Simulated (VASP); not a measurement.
Input of a VASP 6.6.1 run:

INCAR

```
SYSTEM = AlN
PREC = Accurate ; ENCUT = 520
EDIFF = 1E-6 ; ISMEAR = 0
SIGMA = 0.02 ; LREAL = .FALSE.
LASPH = .TRUE. ; NELM = 80
ALGO = Normal ; ISIF = 2
LWAVE = .FALSE. ; LCHARG = .FALSE.
GGA = PS ; NBANDS = 16
```

KPOINTS

```
Automatic mesh
0
G
  9 9 6
  0 0 0
```

Contents of POSCAR:

```
AlN
1.0
    3.2133230124      0.0000000000      0.0000000000
   -1.6066615062      2.7828193593      0.0000000000
    0.0000000000      0.0000000000      5.2163964200
Al N
2 2
Direct
    0.3333333333      0.6666666667     -0.0502209723
    0.6666666667      0.3333333333      0.4497790277
    0.3333333333      0.6666666667      0.4352209723
    0.6666666667      0.3333333333      0.9352209723
```

Potentials or basis: VASP PAW PBE potentials, release 64 (Al, N).

Command:

```console
$ cat potpaw_PBE.64/Al/POTCAR potpaw_PBE.64/N/POTCAR > POTCAR
$ mpirun -np 1 vasp_std > vasp.out
```

What does it give for the largest force?

0.318 eV/Å.

Predict the pressure.

-9.9 GPa.

Forces on the atoms (eV/Å):
```
Al   0.000  0.000  0.318
Al   0.000  0.000  0.318
N    0.000  0.000 -0.318
N    0.000  0.000 -0.318
```

Caveat: the cell differs from its parent crystal (strained); the cell stands under tension; the PAW data sets were made with another functional, which shifts forces and pressure a little.
